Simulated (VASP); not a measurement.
A run of VASP 6.6.1 is set up as follows.

File INCAR:

```
SYSTEM = Sb
  PREC = Accurate
  ENCUT = 520
  EDIFF = 1E-6
  ISMEAR = -1
  SIGMA = 0.1
  LREAL = .False.
  LASPH = .True.
  NELM = 100
  ALGO = Normal
  ISIF = 2
  LWAVE = .False.
  LCHARG = .False.
  GGA = B5
  ALDAX = 1.0
  AGGAX = 1.0
  AGGAC = 1.0
  ALDAC = 0.0
  NBANDS = 12
```

KPOINTS

```
Automatic mesh
0
Gamma
  9 9 9
  0 0 0
```

Contents of POSCAR:

```
Sb
1.0
    0.0000000000      3.4820794509      3.4820794509
    3.4820794509      0.0000000000      3.4820794509
    3.4820794509      3.4820794509      0.0000000000
Sb
2
Direct
    0.1250000000      0.1250000000      0.1250000000
    0.8750000000      0.8750000000      0.8750000000
```

Potentials or basis: VASP PAW PBE potentials, release 64 (Sb).

Launch:

```sh
$ cat potpaw_PBE.64/Sb/POTCAR > POTCAR
$ mpirun -np 1 vasp_std > vasp.out
```

Problem. Estimate the pressure.

Solution. 2.8 GPa.

Problem. Predict the band gap on the k mesh.

Solution. Zero (band 5 reaches 4.80 eV, above the bottom of band 6 at 4.05 eV).

Caveat: the PAW data sets were made with another functional, which shifts forces and pressure a little; spin-orbit coupling is left out, which moves the levels of the heavy elements.
